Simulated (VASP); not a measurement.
Here is a VASP 6.6.1 calculation.

File INCAR:

```
SYSTEM = MnSb
ALGO = Normal
EDIFF = 1E-6
ENCUT = 520
GGA = PS
ISIF = 2
ISMEAR = -1
LASPH = .True.
LCHARG = .False.
LREAL = .False.
LWAVE = .False.
NBANDS = 26
NELM = 60
PREC = Accurate
SIGMA = 0.1
```

Contents of KPOINTS:

```
k-points
0
Gamma
  9 9 6
  0 0 0
```

POSCAR

```
MnSb
1.0
    4.2180448808      0.0000000000      0.0000000000
   -2.1090224404      3.6529340210      0.0000000000
    0.0000000000      0.0000000000      5.8747709424
Mn Sb
2 2
Direct
    0.0000000000      0.0000000000      0.0000000000
    0.0000000000      0.0000000000      0.5000000000
    0.3333333333      0.6666666667      0.2500000000
    0.6666666667      0.3333333333      0.7500000000
```

Potentials or basis: VASP PAW PBE potentials, release 64 (Mn_pv, Sb).

Launch:

```bash
$ cat potpaw_PBE.64/Mn_pv/POTCAR potpaw_PBE.64/Sb/POTCAR > POTCAR
$ mpirun -np 1 vasp_std > vasp.out
```

Problem. What does it give for the pressure?

Solution. -21.0 GPa.

Problem. What does it give for the band gap on the k mesh?

Solution. Zero (band 18 reaches 6.64 eV, above the bottom of band 19 at 6.36 eV).

Stress tensor (GPa, compression positive):
```
-19.15   0.00   0.00
  0.00 -19.15   0.00
  0.00   0.00 -24.77
```

Caveat: the PAW data sets were made with another functional, which shifts forces and pressure a little; spin-orbit coupling is left out, which moves the levels of the heavy elements. Spin polarisation is off, so any magnetic state and its effect on volume and gap are missing.
